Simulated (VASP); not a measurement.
# GeS (Pnma) in VASP: relaxation of cell and atoms with PBE

Aim: the relaxation of cell and atoms of GeS with PBE.

Program: VASP 6.6.1. These are calculated values, not measurements. Logs are shortened: lines on timing, memory, paths and dates and some standing lists are left out, and cuts for length are marked.

## (1) The cell of the first run

It takes space group Pnma (No. 62, orthorhombic). Conventional cell: a = 10.440 Å, b = 3.650 Å, c = 4.300 Å, α = 90.00°, β = 90.00°, γ = 90.00°. Ge (site symmetry m) has 6 S at 2.46 to 3.29 Å and 2 Ge at 3.25 Å within 3.3 Å. S (site symmetry m) has 6 Ge at 2.46 to 3.29 Å within 3.3 Å.

## (2) Relaxation of cell and atoms, PBE

The input, INCAR:

```
PREC = Accurate
ENCUT = 500
EDIFF = 1E-7
ISMEAR = 0
SIGMA = 0.02
LREAL = F
LASPH = T
NELM = 120
ALGO = Normal
ISIF = 3
LWAVE = F
LCHARG = F
GGA = PE
IBRION = 2
NSW = 100
EDIFFG = -0.005
GGA_COMPAT = F
NELMIN = 4
```

The input, KPOINTS:

```
Automatic mesh
0
Gamma
  4 8 6
```

The input, POSCAR:

```
GeS
1.0
   10.4400000000      0.0000000000      0.0000000000
    0.0000000000      3.6500000000      0.0000000000
    0.0000000000      0.0000000000      4.3000000000
Ge S
4 4
Direct
    0.1210000000      0.2500000000      0.1060000000
    0.8790000000      0.7500000000      0.8940000000
    0.3790000000      0.7500000000      0.6060000000
    0.6210000000      0.2500000000      0.3940000000
    0.8520000000      0.2500000000      0.5030000000
    0.1480000000      0.7500000000      0.4970000000
    0.6480000000      0.7500000000      0.0030000000
    0.3520000000      0.2500000000      0.9970000000
```

Potentials or basis: VASP PAW PBE potentials, release 64 (Ge_d, S).

On the command line:

```bash
$ cat potpaw_PBE.64/Ge_d/POTCAR potpaw_PBE.64/S/POTCAR > POTCAR
$ mpirun -np 1 vasp_std > vasp.out
```

OUTCAR:

```text
PREC = Accurate
   ENCUT = 500
   EDIFF = 1E-7
   ISMEAR = 0
   LREAL = F
   LASPH = T
   NELM = 120
   ISIF = 3
   GGA = PE
   IBRION = 2
   NSW = 100
   EDIFFG = -0.005
   NELMIN = 4

 ion  position               nearest neighbor table
   1  0.121  0.250  0.106-   8 2.46   6 2.50   6 2.50
   2  0.879  0.750  0.894-   7 2.46   5 2.50   5 2.50
   3  0.379  0.750  0.606-   6 2.46   8 2.50   8 2.50
   4  0.621  0.250  0.394-   5 2.46   7 2.50   7 2.50
   5  0.852  0.250  0.503-   4 2.46   2 2.50   2 2.50
   6  0.148  0.750  0.497-   3 2.46   1 2.50   1 2.50
   7  0.648  0.750  0.003-   2 2.46   4 2.50   4 2.50
   8  0.352  0.250  0.997-   1 2.46   3 2.50   3 2.50

  LATTYP: Found a simple orthorhombic cell.
 ALAT       =     3.6500000000
 B/A-ratio  =     1.1780821918
 C/A-ratio  =     2.8602739726

  Lattice vectors:

 A1 = (   0.0000000000,   3.6500000000,   0.0000000000)
 A2 = (   0.0000000000,   0.0000000000,   4.3000000000)
 A3 = (  10.4400000000,   0.0000000000,   0.0000000000)

Analysis of symmetry for initial positions (statically):
=====================================================================
 Subroutine PRICEL returns:
 Original cell was already a primitive cell.

 Routine SETGRP: Setting up the symmetry group for a
 simple orthorhombic supercell.

 Subroutine GETGRP returns: Found  8 space group operations
 (whereof  2 operations were pure point group operations)
 out of a pool of  8 trial point group operations.

The static configuration has the point symmetry S_2 .
 The point group associated with its full space group is D_2h.

Analysis of symmetry for dynamics (positions and initial velocities):
=====================================================================
 Subroutine PRICEL returns:
 Original cell was already a primitive cell.

 Routine SETGRP: Setting up the symmetry group for a
 simple orthorhombic supercell.

 Subroutine GETGRP returns: Found  8 space group operations
 (whereof  2 operations were pure point group operations)
 out of a pool of  8 trial point group operations.

The dynamic configuration has the point symmetry S_2 .
 The point group associated with its full space group is D_2h.

 Subroutine INISYM returns: Found  8 space group operations
 (whereof  2 operations are pure point group operations),
 and found     1 'primitive' translations

----------------------------------------------------------------------------------------

                                     Primitive cell

  volume of cell :     163.8558
[... 120 lines left out ...]
     AMIX     =   0.40;   BMIX     =  1.00
     AMIX_MAG =   1.60;   BMIX_MAG =  1.00
  volume/ion in A,a.u.               =      20.48       138.22
  Fermi-wavevector in a.u.,A,eV,Ry     =   1.289093  2.436032 22.609625  1.661761
  Thomas-Fermi vector in A             =   2.421007
   LORBIT       =      0    0 simple, 1 ext, 2 COOP (PROOUT), +10 PAW based schemes
   GGA     = PE    functional components
   LHFCALC =     F    Hartree Fock is set to
   AEXX    =    0.0000 exact exchange contribution
   IVDW    =     0    specifies the selected vdW correction
   LEPSILON=     F    determine dielectric tensor
   LRPA    =     F    only Hartree local field effects (RPA)
 conjugate gradient relaxation of ions
 non-spin polarized calculation
 Gauss-broadening in eV      SIGMA  =   0.02
  energy-cutoff  :      500.00
  volume of cell :      163.86
 maximum number of plane-waves:      4208
 NGX is ok and might be reduce to    80
   NGX = 39   NGY = 13   NGZ = 15

--------------------------------------- Ionic step        1  -------------------------------------------

 number of electron      80.0000006 magnetization

 Free energy of the ion-electron system (eV)
  ---------------------------------------------------
  ext. energy  EPLUGINS =         0.00000000
  ---------------------------------------------------
  free energy    TOTEN  =       -36.53766362 eV

  energy without entropy =      -36.53766362  energy(sigma->0) =      -36.53766362

------------------------ aborting loop because EDIFF is reached ----------------------------------------

  FORCE on cell =-STRESS in cart. coord.  units (eV):
  Direction    XX          YY          ZZ          XY          YZ          ZX
  --------------------------------------------------------------------------------------
  -------------------------------------------------------------------------------------
  Total        0.9905539      1.2170316     -0.8088488      0.0000000     -0.0000000      0.0000000
  in kB        9.6856077     11.9001000     -7.9089004      0.0000000     -0.0000000      0.0000000
  external PRESSURE =       4.5589357 kB  Pullay stress =       0.0000000 kB
[... 71 lines left out ...]
--------------------------------------- Ionic step        3  -------------------------------------------

 number of electron      79.9999993 magnetization

 E-fermi :   4.8504     XC(G=0): -10.0500

 val. band max:        4.7555413546   @ k =   0.0000   0.0000   0.3333
 cond. band min:       5.8453251183   @ k =   0.0000   0.0000   0.0000
 fundamental gap:      1.0897837637
 Fermi energy:         4.8503891934

 k-point     1 :       0.0000    0.0000    0.0000
  band No.  band energies     occupation
      1     -19.6075      2.00000
      2     -19.6043      2.00000
      3     -19.6007      2.00000
      4     -19.5996      2.00000
      5     -19.5987      2.00000
      6     -19.5979      2.00000
[... 1250 lines left out ...]
  FREE ENERGIE OF THE ION-ELECTRON SYSTEM (eV)
  ---------------------------------------------------
  free  energy   TOTEN  =       -36.6041492239 eV

  energy  without entropy=      -36.6041492239  energy(sigma->0) =      -36.60414922

[... ionic steps 4 to 37 ...]

--------------------------------------- Ionic step       38  -------------------------------------------

 number of electron      79.9999985 magnetization

------------------------ aborting loop because EDIFF is reached ----------------------------------------
[... 79 lines left out ...]
--------------------------------------- Ionic step       40  -------------------------------------------

 number of electron      79.9999985 magnetization

 Free energy of the ion-electron system (eV)
  ---------------------------------------------------
  ext. energy  EPLUGINS =         0.00000000
  ---------------------------------------------------
  free energy    TOTEN  =       -36.64110113 eV

  energy without entropy =      -36.64110113  energy(sigma->0) =      -36.64110113

 E-fermi :   4.5384     XC(G=0):  -9.8001

 val. band max:        4.3683114420   @ k =   0.0000   0.0000   0.0000
 cond. band min:       5.5924083530   @ k =   0.0000   0.0000   0.0000
 fundamental gap:      1.2240969110
 Fermi energy:         4.5384446369

 k-point     1 :       0.0000    0.0000    0.0000
  band No.  band energies     occupation
      1     -20.0236      2.00000
      2     -20.0215      2.00000
      3     -20.0171      2.00000
      4     -20.0157      2.00000
      5     -20.0148      2.00000
      6     -20.0138      2.00000
[... 1250 lines left out ...]
  FREE ENERGIE OF THE ION-ELECTRON SYSTEM (eV)
  ---------------------------------------------------
  free  energy   TOTEN  =       -36.6411011290 eV

  energy  without entropy=      -36.6411011290  energy(sigma->0) =      -36.64110113

 reached required accuracy - stopping structural energy minimisation
```

OSZICAR:

```text
N       E                     dE             d eps       ncg     rms          rms(c)
DAV:   1     0.936453727611E+03    0.93645E+03   -0.35673E+04  7336   0.365E+03
DAV:   2     0.152890347920E+03   -0.78356E+03   -0.75316E+03  5760   0.102E+03
DAV:   3    -0.222983230759E+02   -0.17519E+03   -0.16774E+03  6680   0.237E+02
[... 394 lines left out ...]
DAV:   4    -0.366411005134E+02    0.59503E-05   -0.11477E-05  7712   0.246E-02    0.594E-03
DAV:   5    -0.366411008097E+02   -0.29628E-06   -0.20016E-06  6384   0.105E-02    0.331E-03
DAV:   6    -0.366411009121E+02   -0.10242E-06   -0.71134E-08  3832   0.158E-03    0.186E-03
DAV:   7    -0.366411011269E+02   -0.21484E-06   -0.70837E-08  3440   0.286E-03    0.106E-03
DAV:   8    -0.366411011290E+02   -0.20445E-08   -0.22955E-08  3248   0.132E-03
  40 F= -.36641101E+02 E0= -.36641101E+02  d E =-.405593E-04
```

CONTCAR:

```text
GeS
   1.00000000000000
    10.7329929351651199    0.0000000000000000    0.0000000000000000
     0.0000000000000000    3.6697043137736332   -0.0000000000000000
     0.0000000000000000   -0.0000000000000000    4.4316522949544046
  Ge              S
     4     4
Direct
     0.1252330520365124    0.2500000000000000    0.1323818536327493
     0.8747669479634875    0.7500000000000000    0.8676181463672509
     0.3747669479634879    0.7500000000000000    0.6323818536327491
     0.6252330520365125    0.2500000000000000    0.3676181463672507
     0.8475362800327175    0.2500000000000000    0.5037812004646726
     0.1524637199672824    0.7500000000000000    0.4962187995353273
     0.6524637199672825    0.7500000000000000    0.0037812004646727
     0.3475362800327176    0.2500000000000000    0.9962187995353274

  0.00000000E+00  0.00000000E+00  0.00000000E+00
  0.00000000E+00  0.00000000E+00  0.00000000E+00
  0.00000000E+00  0.00000000E+00  0.00000000E+00
  0.00000000E+00  0.00000000E+00  0.00000000E+00
  0.00000000E+00  0.00000000E+00  0.00000000E+00
  0.00000000E+00  0.00000000E+00  0.00000000E+00
  0.00000000E+00  0.00000000E+00  0.00000000E+00
  0.00000000E+00  0.00000000E+00  0.00000000E+00
```

Run time: 67 min. Hardware: 1 thread of Intel Xeon 6975P-C (Granite Rapids), shared host; peak memory 0.49 GiB.

What came out:

```
Free energy                           : -36.6411 eV
Relaxed volume                        : 21.82 Å³/atom
Relaxed cell                          : a = 10.733 Å, b = 3.670 Å, c = 4.432 Å, α = 90.00°, β = 90.00°, γ = 90.00°
Space group after relaxing (to 0.1 Å) : Pnma (No. 62)
Energy gained by relaxing             : 12.9 meV/atom
Ionic steps                           : 40
Pressure after relaxing               : 0.0 GPa
Largest force after relaxing          : 0.005 eV/Å
Band gap on the k mesh                : 1.22 eV
```

Forces in eV/Å, atoms in the order of the input:
```
Ge   0.002  0.000 -0.002
Ge  -0.002  0.000  0.002
Ge  -0.002  0.000 -0.002
Ge   0.002  0.000  0.002
S    0.002  0.000 -0.004
S   -0.002  0.000  0.004
S   -0.002  0.000 -0.004
S    0.002  0.000  0.004
```

Step by step:
```csv
step,energy change (eV),largest force (eV/Å),pressure (GPa),volume (Å³)
1,0.0000,0.3798,0.46,163.86
2,-0.0478,0.2237,0.53,165.23
3,-0.0665,0.1481,0.66,166.93
4,-0.0794,0.0998,-0.12,170.14
5,-0.0800,0.0962,-0.37,171.19
6,-0.0884,0.0252,0.04,171.41
7,-0.0894,0.0475,0.23,171.51
8,-0.0974,0.0251,0.14,172.72
9,-0.1001,0.0256,0.04,174.33
10,-0.1003,0.0212,0.05,174.02
11,-0.1009,0.0311,-0.03,174.58
12,-0.1010,0.0384,-0.08,174.95
13,-0.1014,0.0253,0.03,175.03
14,-0.1014,0.0255,0.04,175.05
15,-0.1016,0.0141,0.00,175.26
16,-0.1016,0.0172,-0.02,175.37
17,-0.1018,0.0141,-0.05,175.41
18,-0.1022,0.0129,-0.10,175.53
19,-0.1022,0.0286,-0.20,175.77
20,-0.1023,0.0205,-0.15,175.66
21,-0.1024,0.0189,-0.13,175.62
22,-0.1025,0.0146,-0.11,175.51
23,-0.1027,0.0102,-0.03,175.28
24,-0.1025,0.0244,0.12,174.83
25,-0.1027,0.0126,0.03,175.15
26,-0.1027,0.0119,0.01,175.17
27,-0.1027,0.0104,0.01,175.16
28,-0.1028,0.0145,0.01,175.13
29,-0.1028,0.0278,-0.01,175.06
30,-0.1029,0.0196,-0.01,175.10
31,-0.1030,0.0169,0.01,175.05
32,-0.1031,0.0124,0.02,174.97
33,-0.1032,0.0103,-0.02,174.81
34,-0.1032,0.0236,-0.04,174.49
35,-0.1033,0.0160,-0.02,174.67
36,-0.1033,0.0114,0.05,174.45
37,-0.1033,0.0104,0.04,174.48
38,-0.1034,0.0060,0.00,174.58
39,-0.1034,0.0058,-0.02,174.61
40,-0.1034,0.0047,0.01,174.55
```

Final structure:
```cif
data_structure
_symmetry_space_group_name_H-M 'P 1'
_symmetry_Int_Tables_number 1
_cell_length_a 10.7330
_cell_length_b 3.6697
_cell_length_c 4.4317
_cell_angle_alpha 90.000
_cell_angle_beta 90.000
_cell_angle_gamma 90.000
_cell_volume 174.55
loop_
_atom_site_label
_atom_site_type_symbol
_atom_site_fract_x
_atom_site_fract_y
_atom_site_fract_z
_atom_site_occupancy
Ge1 Ge 0.12523 0.25000 0.13238 1
Ge2 Ge 0.87477 0.75000 0.86762 1
Ge3 Ge 0.37477 0.75000 0.63238 1
Ge4 Ge 0.62523 0.25000 0.36762 1
S1 S 0.84754 0.25000 0.50378 1
S2 S 0.15246 0.75000 0.49622 1
S3 S 0.65246 0.75000 0.00378 1
S4 S 0.34754 0.25000 0.99622 1
```

A k mesh can miss the band edges. Zero-point motion and thermal expansion aren't in these numbers.
